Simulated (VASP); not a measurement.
# AlP: single point with PBE

The system is AlP.

```
Al P
1.0
     0.00000    2.71186    2.71186
     2.71186    0.00000    2.71186
     2.71186    2.71186    0.00000
Al P
1 1
Direct
  0.00000 0.00000 0.00000
  0.25000 0.25000 0.25000
```

This cell differs from its parent crystal: strain -1.0%.

| Item | Value |
| --- | --- |
| Program | VASP 6.6.1 |
| Task | single point |
| Functional | PBE |
| Potentials or basis | VASP PAW PBE potentials, release 64 (Al, P) |
| Cutoff | 500 eV |
| k mesh | 4 × 4 × 4 |
| Occupations | gaussian, width 0.01 eV |
| Spin | no spin polarisation |
| Dipole correction | no |
| Further INCAR settings | ALGO = Normal; EDIFF = 1e-06; NBANDS = 11 |

```json
{"Pressure": "4.5 GPa", "Band gap on the k mesh": "1.51 eV, indirect (least direct gap 3.47 eV)"}
```

Levels at points of the mesh, in eV from the valence-band top:
```tsv
k point	band 2	band 3	band 4	band 5	band 6	band 7
(0.00, 0.00, 0.00)	0.00	0.00	0.00	3.47	4.56	4.56
(0.50, 0.00, 0.00)	-5.63	-0.78	-0.78	2.87	4.80	4.80
(0.50, 0.50, 0.00)	-5.39	-2.15	-2.15	1.51	2.44	11.23
```

It took 6.9 s on 1 thread of Intel Xeon 8259CL (shared host), peak memory 0.14 GiB.

Caveat: the k points lie up to 0.50 Å⁻¹ apart; the cell differs from its parent crystal (strain -1.0%). A k mesh can miss the band edges.
